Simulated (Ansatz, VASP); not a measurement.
**Ti: VASP beside Ansatz**

The input INCAR:

```
PREC = Accurate ; ENCUT = 520
EDIFF = 1E-6 ; ISMEAR = 0
SIGMA = 0.15 ; LREAL = F
LASPH = T ; NELM = 60
ALGO = Fast ; ISIF = 2
LWAVE = F ; LCHARG = F
GGA = PS ; NBANDS = 12
```

File KPOINTS:

```
regular mesh
0
Gamma
  26 26 26
```

Contents of POSCAR:

```
Ti
1.0
   -1.6051160630      1.6051160630      1.6853718662
    1.6051160630     -1.6051160630      1.6853718662
    1.6051160630      1.6051160630     -1.6853718662
Ti
1
Direct
    0.0000000000      0.0000000000      0.0000000000
```

Input for Ansatz:

```yaml
crystal:
  lattice:
    - [-1.605116063, 1.605116063, 1.6853718662]
    - [1.605116063, -1.605116063, 1.6853718662]
    - [1.605116063, 1.605116063, -1.6853718662]
  atoms:
    - { symbol: Ti, position: [0.0, 0.0, 0.0] }
basis:
  ecutwfc: 420
kpoints:
  mp_grid: { grid: [26, 26, 26] }
hamiltonian:
  xc: pbesol
scf:
  occupations: { method: gaussian, width: 0.15 }
output:
  forces: true
  stress: true
  eigenvalues: true
```

Change from the starting cell: strain +0.000 along x and y, +0.050 along z, atoms carried along.

Alike in both runs: task single point; functional PBEsol; k mesh 26 × 26 × 26; occupations gaussian, width 0.15 eV; no spin polarisation.

```csv
,VASP,Ansatz
version,VASP 6.6.1,Ansatz 0.2.0
potentials or method,"VASP PAW PBE potentials, release 64 (Ti_sv), cutoff 520 eV","scalar-relativistic, plane waves, PAW"
valence electrons in the cell,12,12
```

```tsv
	VASP	Ansatz	Ansatz less VASP
gap on the k mesh at the Fermi level (eV)	none	none	-
pressure (GPa)	-5.2	-5.0	+0.25
traceless stress, the component that is largest in VASP (GPa)	0.66	0.66	+0.001
```

VASP's potentials were made for PBE, not for PBEsol. A gap of «none» marks a metal or a gap that the smearing closes.
